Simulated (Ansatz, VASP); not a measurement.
## AlO4: VASP beside Ansatz

```
CELL_PARAMETERS angstrom
3.83997 0.00000 0.00000
0.00000 3.83997 0.00000
0.00000 0.00000 3.83997
ATOMIC_POSITIONS crystal
Al 0.00000 0.00000 0.00000
O 0.25000 0.25000 0.25000
O 0.75000 0.75000 0.25000
O 0.25000 0.75000 0.75000
O 0.75000 0.25000 0.75000
```

Change from the starting cell: species swapped into the SnI4 type (P-43m, No. 215).

Alike in both runs: task single point; functional PBE; k mesh 4 × 4 × 4; occupations gaussian, width 0.1 eV; no spin polarisation.

|  | VASP | Ansatz |
| --- | --- | --- |
| version | VASP 6.6.1 | Ansatz 0.2.0 |
| potentials or method | VASP PAW PBE potentials, release 64 (Al, O), cutoff 600 eV | scalar-relativistic, plane waves, PAW |
| valence electrons in the cell | 27 | 27 |

|  | VASP | Ansatz | Ansatz less VASP |
| --- | --- | --- | --- |
| gap on the k mesh at the Fermi level (eV) | none | none | - |
| pressure (GPa) | 16.8 | 16.6 | -0.14 |

A gap of «none» marks a metal or a gap that the smearing closes. With one functional, cell and mesh, what is left measures potentials, basis and numerics.

The k mesh is coarse, so the values compare programs but aren't converged.
